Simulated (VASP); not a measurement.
# B17N18 (a cell with a defect) in VASP: single point with PBE

Aim: the single point of B17N18 (a cell with a defect) with PBE.

Everything below comes from runs of VASP 6.6.1. Logs are shortened: lines on timing, memory, paths and dates and some standing lists are left out, and cuts for length are marked.

### 1 The cell of the first run

The cell holds a defect, 35 atoms: a = 7.537 Å, b = 7.537 Å, c = 8.343 Å, α = 90.00°, β = 90.00°, γ = 120.00°.

### 2 Single point, PBE, collinear spin (atoms taken out, then relaxed in part)

File INCAR:

```
SYSTEM = B17N18
  PREC = Accurate
  ENCUT = 520
  EDIFF = 1E-6
  ISMEAR = 0
  SIGMA = 0.01
  LREAL = Auto
  LASPH = .True.
  NELM = 150
  ALGO = Normal
  ISIF = 2
  LWAVE = .False.
  LCHARG = .True.
  ISPIN = 2
  MAGMOM = 0 0 0 0 0 0 0 0 0 0 0 0 0 0 0 0 0 0 0 0 0 0 0 0 0 0 0.667 0.667 0 0 0 0 0.667 0 0
  LORBIT = 11
  GGA = PE
  LVHAR = .True.
  NELECT = 140.0
  NBANDS = 98
  KPAR = 2
  NCORE = 2
```

File KPOINTS:

```
regular mesh
0
Gamma
  2 2 2
  0 0 0
```

File POSCAR:

```
B17N18
1.0
    3.7682717313     -6.5268380953      0.0000000000
   -7.5365434625      0.0000000000      0.0000000000
    0.0000000000      0.0000000000     -8.3431560662
B N
17 18
Direct
    0.1136186033      0.5563613271      0.7491436395
    0.7759610696      0.5563314326      0.7491269299
    0.4405831138      0.2209412874      0.7493335846
    0.1135614844      0.2210222887      0.7493581018
    0.7767339184      0.2202926608      0.7491338333
    0.4406063733      0.8834300149      0.7492871587
    0.1100653978      0.8869024471      0.7494200577
    0.7759747687      0.8834844219      0.7492953524
    0.5559364058      0.4451806647      0.2498247120
    0.2228872419      0.4451801951      0.2498247782
    0.8894045799      0.4451633648      0.2498270342
    0.5559533353      0.1117162405      0.2498238027
    0.2227684204      0.1118929192      0.2498284014
    0.8894070823      0.1117168886      0.2498239155
    0.5559369055      0.7782303302      0.2498098870
    0.2227673957      0.7783507486      0.2498154118
    0.8892289135      0.7783510019      0.2498154332
    0.4449213618      0.5561991000      0.2498231716
    0.1115897745      0.5561997173      0.2498221602
    0.7782550899      0.5561985824      0.2498209662
    0.4449237901      0.2228701129      0.2498295448
    0.1115907117      0.2228681710      0.2498305820
    0.7782542471      0.2228659585      0.2498445145
    0.4449243029      0.8895323883      0.2498045208
    0.1115874434      0.8895314805      0.2498152778
    0.7782541816      0.8895330932      0.2498041760
    0.5616102283      0.4352636317      0.7490804006
    0.2070202082      0.4353988703      0.7491436351
    0.8873870186      0.4415425042      0.7490587778
    0.5554844750      0.1096490142      0.7492381864
    0.2202099937      0.1072724953      0.7495491147
    0.8873714426      0.1096986753      0.7492603693
    0.5616364061      0.7901323016      0.7493665711
    0.2202406848      0.7767528959      0.7492890793
    0.8896779249      0.7767504165      0.7492879354
```

Potentials or basis: VASP PAW PBE potentials, release 64 (B, N).

The run is started by

```
$ cat potpaw_PBE.64/B/POTCAR potpaw_PBE.64/N/POTCAR > POTCAR
$ mpirun -np 4 vasp_std > vasp.out
```

OUTCAR:

```text
SYSTEM = B17N18
   PREC = Accurate
   ENCUT = 520
   EDIFF = 1E-6
   ISMEAR = 0
   LREAL = Auto
   LASPH = .True.
   NELM = 150
   ISIF = 2
   ISPIN = 2
   LORBIT = 11
   GGA = PE
   NELECT = 140.0

 ion  position               nearest neighbor table
   1  0.114  0.556  0.749-  28 1.40  34 1.44  29 1.48
   2  0.776  0.556  0.749-  27 1.40  35 1.44  29 1.48
   3  0.441  0.221  0.749-  27 1.40  31 1.44  30 1.48
   4  0.114  0.221  0.749-  28 1.40  31 1.44  32 1.48
   5  0.777  0.220  0.749-  32 1.44  30 1.44  29 1.44
   6  0.441  0.883  0.749-  33 1.40  34 1.44  30 1.48
[... 18 lines left out ...]
  25  0.112  0.890  0.250-  17 1.45  16 1.45  13 1.45
  26  0.778  0.890  0.250-  17 1.45  14 1.45  15 1.45
  27  0.562  0.435  0.749-   3 1.40   2 1.40
  28  0.207  0.435  0.749-   1 1.40   4 1.40
  29  0.887  0.442  0.749-   5 1.44   2 1.48   1 1.48
  30  0.555  0.110  0.749-   5 1.44   3 1.48   6 1.48
  31  0.220  0.107  0.750-   7 1.44   3 1.44   4 1.44
  32  0.887  0.110  0.749-   5 1.44   4 1.48   8 1.48
  33  0.562  0.790  0.749-   6 1.40   8 1.40
  34  0.220  0.777  0.749-   7 1.44   6 1.44   1 1.44
  35  0.890  0.777  0.749-   7 1.44   2 1.44   8 1.44

  LATTYP: Found a hexagonal cell.
 ALAT       =     7.5365434626
 C/A-ratio  =     1.1070268629

  Lattice vectors:

 A1 = (   3.7682717313,  -6.5268380953,   0.0000000000)
 A2 = (  -7.5365434625,   0.0000000000,   0.0000000000)
 A3 = (   0.0000000000,   0.0000000000,  -8.3431560662)

Analysis of symmetry for initial positions (statically):
=====================================================================
 Subroutine PRICEL returns:
 Original cell was already a primitive cell.

 Routine SETGRP: Setting up the symmetry group for a
 hexagonal supercell.

 Subroutine GETGRP returns: Found  1 space group operations
 (whereof  1 operations were pure point group operations)
 out of a pool of 24 trial point group operations.

The static configuration has the point symmetry C_1 .

Analysis of symmetry for dynamics (positions and initial velocities):
=====================================================================
 Subroutine PRICEL returns:
 Original cell was already a primitive cell.

 Routine SETGRP: Setting up the symmetry group for a
 hexagonal supercell.

 Subroutine GETGRP returns: Found  1 space group operations
 (whereof  1 operations were pure point group operations)
 out of a pool of 24 trial point group operations.

The dynamic configuration has the point symmetry C_1 .

Analysis of structural, dynamic, and magnetic symmetry:
=====================================================================
 Subroutine PRICEL returns:
 Original cell was already a primitive cell.

 Routine SETGRP: Setting up the symmetry group for a
 hexagonal supercell.

 Subroutine GETGRP returns: Found  1 space group operations
 (whereof  1 operations were pure point group operations)
 out of a pool of 24 trial point group operations.

The overall configuration has the point symmetry C_1 .

 Subroutine INISYM returns: Found  1 space group operations
 (whereof  1 operations are pure point group operations),
 and found     1 'primitive' translations

----------------------------------------------------------------------------------------

                                     Primitive cell

  volume of cell :     410.3982

  direct lattice vectors                    reciprocal lattice vectors
     3.768271731 -6.526838095  0.000000000     0.000000000 -0.153213545  0.000000000
    -7.536543463  0.000000000  0.000000000    -0.132686822 -0.076606772  0.000000000
     0.000000000  0.000000000 -8.343156066     0.000000000  0.000000000 -0.119858719

  length of vectors
     7.536543463  7.536543463  8.343156066     0.153213545  0.153213545  0.119858719

  position of ions in fractional coordinates (direct lattice)
     0.113618603  0.556361327  0.749143639
     0.775961070  0.556331433  0.749126930
     0.440583114  0.220941287  0.749333585
[... 105 lines left out ...]
  0.000000  0.500000  0.500000      1.000000
  0.500000  0.500000  0.500000      1.000000
   k-points           NKPTS =      8   k-points in BZ     NKDIM =      8   number of bands    NBANDS=     98
   number of dos      NEDOS =    301   number of ions     NIONS =     35
   total plane-waves  NPLWV = 200704
   dimension x,y,z NGX =    56 NGY =   56 NGZ =   64
   dimension x,y,z NGXF=   112 NGYF=  112 NGZF=  128
   ions per type =              17  18
   NGX,Y,Z   is equivalent  to a cutoff of  12.35, 12.35, 12.75 a.u.
   NGXF,Y,Z  is equivalent  to a cutoff of  24.71, 24.71, 25.51 a.u.
 SYSTEM =  B17N18
   PREC   = accura    normal or accurate (medium, high low for compatibility)
   ISTART =      0    job   : 0-new  1-cont  2-samecut
   ICHARG =      2    charge: 1-file 2-atom 10-const
   ISPIN  =      2    spin polarized calculation?
   LNONCOLLINEAR =      F non collinear calculations
   LSORBIT =      F    spin-orbit coupling
   LASPH  =      T    aspherical Exc in radial PAW
   ENCUT  =  520.0 eV  38.22 Ry    6.18 a.u.  14.01 14.01 15.51*2*pi/ulx,y,z
   NELM   =    150;   NELMIN=  2; NELMDL= -5     # of ELM steps
   EDIFF  = 0.1E-05   stopping-criterion for ELM
   LREAL  =      T    real-space projection
   EDIFFG = 0.1E-04   stopping-criterion for IOM
   NSW    =      0    number of steps for IOM
   IBRION =     -1    ionic relax: 0-MD 1-quasi-New 2-CG
   NFREE  =      0    steps in history (QN), initial steepest desc. (CG)
   ISIF   =      2    stress and relaxation
   ISYM   =      2    0-nonsym 1-usesym 2-fastsym
   POTIM  = 0.5000    time-step for ionic-motion
   TEBEG  =    0.0;   TEEND  =   0.0 temperature during run
   PSTRESS=    0.0 pullay stress
   NELECT =     140.0000    total number of electrons
   NUPDOWN=      -1.0000    fix difference up-down
   EMIN   =  10.00;   EMAX   =-10.00  energy-range for DOS
   EFERMI =   0.00;   METHOD = LEGACY
   ISMEAR =     0;   SIGMA  =   0.01  broadening in eV -4-tet -1-fermi 0-gaus
   EFERMI_NEDOS =   21; number of points for ismear=-14 and -15
   IALGO  =     38    algorithm
   IMIX   =      4    mixing-type and parameters
     AMIX     =   0.40;   BMIX     =  1.00
     AMIX_MAG =   1.60;   BMIX_MAG =  1.00
  volume/ion in A,a.u.               =      11.73        79.13
  Fermi-wavevector in a.u.,A,eV,Ry     =   1.143885  2.161629 17.802855  1.308473
  Thomas-Fermi vector in A             =   2.280579
   LORBIT       =     11    0 simple, 1 ext, 2 COOP (PROOUT), +10 PAW based schemes
   GGA     = PE    functional components
   LHFCALC =     F    Hartree Fock is set to
   AEXX    =    0.0000 exact exchange contribution
   IVDW    =     0    specifies the selected vdW correction
   LEPSILON=     F    determine dielectric tensor
   LRPA    =     F    only Hartree local field effects (RPA)
 spin polarized calculation
 Gauss-broadening in eV      SIGMA  =   0.01
  energy-cutoff  :      520.00
  volume of cell :      410.40
 maximum number of plane-waves:     11082
   NGX = 29   NGY = 29   NGZ = 31

 number of electron     139.9999988 magnetization       0.0625960

 Free energy of the ion-electron system (eV)
  ---------------------------------------------------
  ext. energy  EPLUGINS =         0.00000000
  ---------------------------------------------------
  free energy    TOTEN  =      -300.70048624 eV

  energy without entropy =     -300.69708340  energy(sigma->0) =     -300.69878482

 E-fermi :   0.2314     XC(G=0):  -8.4322

 val. band max:        0.2303544432   @ k =   0.0000   0.0000   0.0000
 cond. band min:       0.2322525258   @ k =   0.0000   0.0000   0.0000
 fundamental gap:      0.0018980826
 Fermi energy:         0.2313902018

 spin component 1

 k-point     1 :       0.0000    0.0000    0.0000
  band No.  band energies     occupation
      1     -17.4032      1.00000
      2     -17.3528      1.00000
      3     -15.7917      1.00000
      4     -15.6970      1.00000
      5     -15.6964      1.00000
      6     -15.4606      1.00000
[... 669 lines left out ...]
     81       5.9962      0.00000
     82       6.9033      0.00000
 Fermi energy:         0.2313902018

 spin component 2

 k-point     1 :       0.0000    0.0000    0.0000
  band No.  band energies     occupation
      1     -17.3979      1.00000
      2     -17.3516      1.00000
      3     -15.7846      1.00000
      4     -15.6896      1.00000
      5     -15.6891      1.00000
      6     -15.4606      1.00000
[... 669 lines left out ...]
     81       5.9991      0.00000
     82       6.9051      0.00000
 [bands above 82 left out]

------------------------ aborting loop because EDIFF is reached ----------------------------------------

  FORCE on cell =-STRESS in cart. coord.  units (eV):
  Direction    XX          YY          ZZ          XY          YZ          ZX
  --------------------------------------------------------------------------------------
  -------------------------------------------------------------------------------------
  Total       -2.9782473     -2.9928288     -6.5952811     -0.0118122     -0.0004521     -0.0005526
  in kB      -11.6269532    -11.6838788    -25.7477021     -0.0461144     -0.0017651     -0.0021572
  external PRESSURE =     -16.3528447 kB  Pullay stress =       0.0000000 kB

 VOLUME and BASIS-vectors are now :
 -----------------------------------------------------------------------------
  energy-cutoff  :      520.00
  volume of cell :      410.40
      direct lattice vectors                 reciprocal lattice vectors
     3.768271731 -6.526838095  0.000000000     0.000000000 -0.153213545  0.000000000
    -7.536543463  0.000000000  0.000000000    -0.132686822 -0.076606772  0.000000000
     0.000000000  0.000000000 -8.343156066     0.000000000  0.000000000 -0.119858719

 POSITION                                       TOTAL-FORCE (eV/Angst)
 -----------------------------------------------------------------------------------
     -3.76490     -0.74157     -6.25022         0.000316     -0.001956     -0.001487
     -1.26878     -5.06457     -6.25008        -0.008776      0.003791     -0.000524
     -0.00490     -2.87561     -6.25181        -0.012225     -0.003064      0.001604
     -1.23781     -0.74120     -6.25201        -0.001137     -0.009171     -0.000095
      1.26670     -5.06962     -6.25014        -0.001880     -0.002201     -0.003084
     -4.99768     -2.87577     -6.25142         0.006519     -0.005005     -0.001648
[... 27 lines left out ...]
     -5.02411     -1.43748     -6.25144         0.005465      0.000498      0.000422
     -2.50147     -5.80678     -6.25143        -0.000145      0.002831      0.000175
 -----------------------------------------------------------------------------------
    total drift:                                0.000962      0.009694      0.001945

  FREE ENERGIE OF THE ION-ELECTRON SYSTEM (eV)
  ---------------------------------------------------
  free  energy   TOTEN  =      -300.7004862355 eV

  energy  without entropy=     -300.6970833968  energy(sigma->0) =     -300.69878482

 total charge

# of ion       s       p       d       tot
------------------------------------------
    1        0.748   1.433   0.000   2.181
    2        0.748   1.433   0.000   2.181
    3        0.748   1.434   0.000   2.182
    4        0.748   1.433   0.000   2.181
    5        0.742   1.433   0.000   2.174
    6        0.748   1.433   0.000   2.182
[... 27 lines left out ...]
   34        1.232   2.780   0.000   4.012
   35        1.232   2.779   0.000   4.011
--------------------------------------------------
tot         34.867  73.150   0.000 108.018

 magnetization (x)

# of ion       s       p       d       tot
------------------------------------------
    1       -0.000  -0.001   0.000  -0.001
    2       -0.000  -0.001   0.000  -0.001
    3       -0.000  -0.001   0.000  -0.001
    4       -0.000  -0.001   0.000  -0.001
    5       -0.000  -0.001   0.000  -0.001
    6       -0.000  -0.001   0.000  -0.001
[... 27 lines left out ...]
   34        0.000   0.004   0.000   0.005
   35        0.000   0.004   0.000   0.004
--------------------------------------------------
tot          0.000   0.039   0.000   0.039
```

Wall time 14 min (4 MPI ranks of Intel Xeon Platinum 8259CL at 2.50GHz (Skylake/Cascade Lake), shared host); peak memory 0.53 GiB.

Results:

```
Free energy                                           : -300.7005 eV
Largest force                                         : 0.014 eV/Å
Net moment                                            : 0.06 μB per cell
Valence electrons inside the program's atomic spheres : B 2.18, 2.17, 2.19, 2.15 (each value once); N 4.00, 3.81, 3.94, 4.01 (each value once)
```

Forces in eV/Å, atoms in the order of the input:
```
B    0.000 -0.002 -0.001
B   -0.009  0.004 -0.001
B   -0.012 -0.003  0.002
B   -0.001 -0.009  0.000
B   -0.002 -0.002 -0.003
B    0.007 -0.005 -0.002
B   -0.010  0.010  0.003
B    0.012 -0.001 -0.002
B    0.000 -0.002 -0.001
B    0.000  0.001 -0.001
B   -0.002 -0.001  0.000
B    0.002  0.003  0.000
B   -0.002  0.000  0.001
B    0.004 -0.001  0.000
B    0.000  0.000  0.000
B    0.003 -0.001  0.000
B   -0.002  0.002  0.001
N    0.000 -0.001  0.001
N    0.000  0.000  0.000
N    0.000  0.000  0.000
N    0.001 -0.001  0.000
N    0.000  0.000  0.000
N   -0.001  0.000  0.001
N   -0.002  0.000 -0.001
N    0.000 -0.002 -0.001
N   -0.001  0.000 -0.001
N   -0.008 -0.002 -0.001
N    0.000  0.001 -0.001
N    0.004  0.001 -0.001
N    0.004  0.002  0.001
N    0.003  0.001  0.004
N    0.004  0.003  0.001
N    0.003  0.002  0.001
N    0.005  0.000  0.000
N    0.000  0.003  0.000
```

Caveat: the k points lie up to 0.48 Å⁻¹ apart; the cell carries a net charge on a neutralising background, which shifts energy and pressure; the cell differs from its parent crystal (atoms taken out, then relaxed in part); the cell is charged against a uniform background, so pressure and absolute levels hang on convention.
